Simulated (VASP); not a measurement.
H2CO: single point with PBE+D3(BJ)

H2CO:

```
O C H
1.0
     7.05050    0.00000    0.00000
     0.00000    7.05050    0.00000
     0.00000    0.00000    7.05050
O C H
10 10 20
Direct
  0.42150 0.91316 0.18855
  0.77976 0.87516 0.18350
  0.15765 0.51477 0.68028
  0.74722 0.61251 0.54798
  0.15172 0.74744 0.31893
  0.55342 0.09197 0.70601
  0.17105 0.96504 0.87341
  0.95362 0.25256 0.52134
  0.27405 0.26306 0.15268
  0.89236 0.49182 0.90352
  0.48934 0.06000 0.13422
  0.80044 0.79633 0.03573
  0.06490 0.66055 0.66869
  0.64377 0.69692 0.44091
  0.13697 0.80959 0.15840
  0.64812 0.09648 0.56317
  0.16047 0.10343 0.77719
  0.02204 0.37095 0.42386
  0.21401 0.40821 0.08188
  0.79899 0.37007 0.82556
  0.51445 0.11542 0.99206
  0.55240 0.16267 0.23664
  0.89936 0.86414 0.92379
  0.70701 0.67042 0.00338
  0.04082 0.73410 0.80945
  0.02143 0.70730 0.53416
  0.63352 0.85846 0.42801
  0.52308 0.63062 0.35412
  0.11286 0.95895 0.14251
  0.17430 0.70920 0.03892
  0.57573 0.13210 0.43354
  0.79763 0.07063 0.54737
  0.03103 0.18295 0.77915
  0.27129 0.15076 0.68053
  0.93522 0.47649 0.35873
  0.16939 0.34895 0.38619
  0.29518 0.54013 0.08337
  0.07056 0.41494 0.02783
  0.68466 0.39966 0.72897
  0.81994 0.22293 0.84971
```

```yaml
Program: VASP 6.6.1
Task: single point
Functional: PBE
Dispersion: D3(BJ)
Potentials_or_basis: VASP PAW PBE potentials, release 64 (O, C, H)
Cutoff: 520 eV
k_mesh: 1 × 1 × 1
Occupations: fermi-dirac, width 0.05 eV
Spin: no spin polarisation
```

```json
{"Pressure": "14.4 GPa", "Largest force": "3.454 eV/Å", "Band gap on the k mesh": "1.99 eV", "Dispersion energy per atom": "-0.067 eV"}
```

Forces on the atoms (eV/Å):
```
O    0.063 -1.066 -0.220
O    0.735  1.276  2.419
O    1.355 -0.674 -0.477
O   -0.353 -0.206 -0.096
O   -0.329 -1.323  0.580
O   -0.496 -0.175  1.876
O    0.981 -1.470 -0.086
O   -1.963 -2.257  1.728
O    0.154 -0.834  0.085
O   -1.068 -0.347  0.183
C    1.355  2.260  0.376
C   -1.127 -0.323 -3.222
C    1.039  0.437  2.924
C   -2.262  1.625 -0.431
C    1.252 -0.793  1.162
C   -0.390 -0.880 -0.777
C   -0.124  1.649 -1.300
C    2.623  0.541 -1.458
C    0.305  0.356 -0.123
C   -0.804  0.254  0.217
H   -0.317 -0.689 -0.920
H    0.217 -0.237 -0.170
H   -1.059 -0.835  0.700
H    0.529  0.871 -0.120
H    0.014 -0.183 -1.626
H   -0.350  1.267 -0.842
H    0.117 -1.383  0.580
H    0.868 -0.062  0.283
H   -0.576  0.561 -0.427
H   -0.737  1.225  0.020
H   -0.301  0.552 -0.780
H    0.279 -0.873  0.436
H   -0.278  0.696  0.167
H    0.397  0.102 -0.176
H   -0.267  1.056 -0.576
H    0.160  0.571  0.025
H    0.833  0.096 -0.172
H   -0.101  0.113 -0.058
H   -0.529  0.478 -0.313
H    0.158 -1.375  0.609
```

Stress tensor (GPa, compression positive):
```
13.86 -1.13 -0.94
-1.13 14.00 -3.70
-0.94 -3.70 15.37
```

Levels at points of the mesh, in eV from the valence-band top:
| k point | band 56 | band 57 | band 58 | band 59 | band 60 | band 61 | band 62 | band 63 | band 64 | band 65 |
| --- | --- | --- | --- | --- | --- | --- | --- | --- | --- | --- |
| (0.00, 0.00, 0.00) | -0.57 | -0.54 | -0.43 | -0.10 | 0.00 | 1.99 | 2.37 | 2.67 | 3.01 | 3.23 |

Run time: 83 s on 1 thread of AMD EPYC 7R13 (shared host), peak memory 0.32 GiB.

Caveat: the k points lie up to 0.89 Å⁻¹ apart, too coarse for converged energies, forces and pressures; the atoms stand as in a frame of molecular dynamics.
